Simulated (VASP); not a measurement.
SiO2, 12 atoms in the cell. It takes space group P4_12_12 (No. 92, tetragonal). Conventional cell: a = 4.889 Å, b = 4.889 Å, c = 6.757 Å, α = 90.00°, β = 90.00°, γ = 90.00°. Si (site symmetry 2) has 4 O at 1.61 Å within 2.1 Å. O (site symmetry 1) has 2 Si at 1.61 Å within 2.1 Å. 

- Program: VASP 6.6.1
- Task: relaxation of shape and atoms at fixed volume
- Functional: PBE
- Potentials or basis: VASP PAW PBE potentials, release 64 (Si, O)
- Cutoff: 600 eV
- k mesh: 6 × 6 × 4
- Occupations: gaussian, width 0.02 eV
- Spin: no spin polarisation
- Dipole correction: no
- Further INCAR settings: ALGO = Normal; EDIFF = 1e-06; IBRION = 2; EDIFFG = -0.01; NSW = 50; ISIF = 4

Potentials or basis: VASP PAW PBE potentials, release 64 (Si, O).

Launch:

```console
$ cat potpaw_PBE.64/Si/POTCAR potpaw_PBE.64/O/POTCAR > POTCAR
$ mpirun -np 1 vasp_std > vasp.out
```

Hardware: 1 × NVIDIA H100 80GB with 1 thread of AMD EPYC 7R13 Processor (Zen 3) (shared host).

Problem. Estimate the wall time of this run.

Solution. Wall time 4.6 min on 1 × NVIDIA H100 80GB with 1 thread of AMD EPYC 7R13 Processor (Zen 3) (shared host), peak memory 1.4 GiB. Counts: scf iterations 108, k points 30, ion steps 18.
